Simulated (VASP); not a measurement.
A run of VASP 6.6.1 is set up as follows.

INCAR

```
SYSTEM = MoS2
  PREC = Accurate
  ENCUT = 520
  EDIFF = 1E-6
  ISMEAR = 0
  SIGMA = 0.02
  LREAL = .FALSE.
  LASPH = .TRUE.
  NELM = 80
  ALGO = Normal
  ISIF = 2
  LWAVE = .FALSE.
  LCHARG = .TRUE.
  GGA = CA
  LELF = .TRUE.
  LVHAR = .TRUE.
  NBANDS = 35
```

File KPOINTS:

```
regular mesh
0
G
  12 12 4
  0 0 0
```

Contents of POSCAR:

```
MoS2
1.0
    3.1221952283      0.0000000028      0.0000000000
   -1.5610976166      2.7039003819      0.0000000000
    0.0000000000      0.0000000000     12.0794414733
Mo S
2 4
Direct
    0.6666666667      0.3333333333      0.2500000000
    0.3333333333      0.6666666667      0.7500000000
    0.6666666667      0.3333333333      0.6213370735
    0.3333333333      0.6666666667      0.3786629265
    0.6666666667      0.3333333333      0.8786629265
    0.3333333333      0.6666666667      0.1213370735
```

Potentials or basis: VASP PAW LDA potentials, release 64 (Mo_sv, S).

Command:

```bash
$ cat potpaw_LDA.64/Mo_sv/POTCAR potpaw_LDA.64/S/POTCAR > POTCAR
$ mpirun -np 1 vasp_std > vasp.out
```

(1) Estimate the largest force.

(2) Predict the band gap on the k mesh.

(3) Predict the pressure.

## Answers

(1) 0.016 eV/Å.

(2) 0.74 eV (least direct gap 1.77 eV).

(3) 0.1 GPa.
